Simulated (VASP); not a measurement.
A run of VASP 6.6.1 is set up as follows.

Contents of POSCAR:

```
MgO
1.0
    0.0000000000      2.1021674163      2.1021674163
    2.1021674163      0.0000000000      2.1021674163
    2.1021674163      2.1021674163      0.0000000000
Mg O
1 1
Direct
    0.0000000000      0.0000000000      0.0000000000
    0.5000000000      0.5000000000      0.5000000000
```

File INCAR.step1:

```
SYSTEM = MgO
PREC = Accurate
ENCUT = 920
ISMEAR = 0
SIGMA = 0.01
LREAL = .FALSE.
LASPH = .TRUE.
NELM = 120
NBANDS = 15
GGA = PE
ALGO = Normal
EDIFF = 1E-5
LWAVE = .TRUE.
LCHARG = .FALSE.
GGA_COMPAT = .FALSE.
```

File INCAR.step2:

```
SYSTEM = MgO
PREC = Accurate
ENCUT = 920
EDIFF = 1E-6
ISMEAR = 0
SIGMA = 0.01
LREAL = .FALSE.
LASPH = .TRUE.
NELM = 120
ALGO = Normal
ISIF = 2
LWAVE = .FALSE.
LCHARG = .FALSE.
METAGGA = R2SCAN
LMIXTAU = .TRUE.
NBANDS = 15
ISTART = 1
GGA_COMPAT = .FALSE.
```

Contents of KPOINTS:

```
Automatic mesh
0
G
  10 10 10
  0 0 0
```

Potentials or basis: VASP PAW PBE potentials, release 64 (Mg_sv, O).

Launch:

```bash
$ cat potpaw_PBE.64/Mg_sv/POTCAR potpaw_PBE.64/O/POTCAR > POTCAR
$ cp INCAR.step1 INCAR
$ mpirun -np 1 vasp_std > vasp.out
$ cp INCAR.step2 INCAR
$ mpirun -np 1 vasp_std > vasp.out
```

(1) Estimate the band gap on the k mesh.

(2) Predict the pressure.

## Answers

(1) 5.70 eV.

(2) 0.5 GPa.

Caveat: the PAW data sets were made with another functional, which shifts forces and pressure a little.
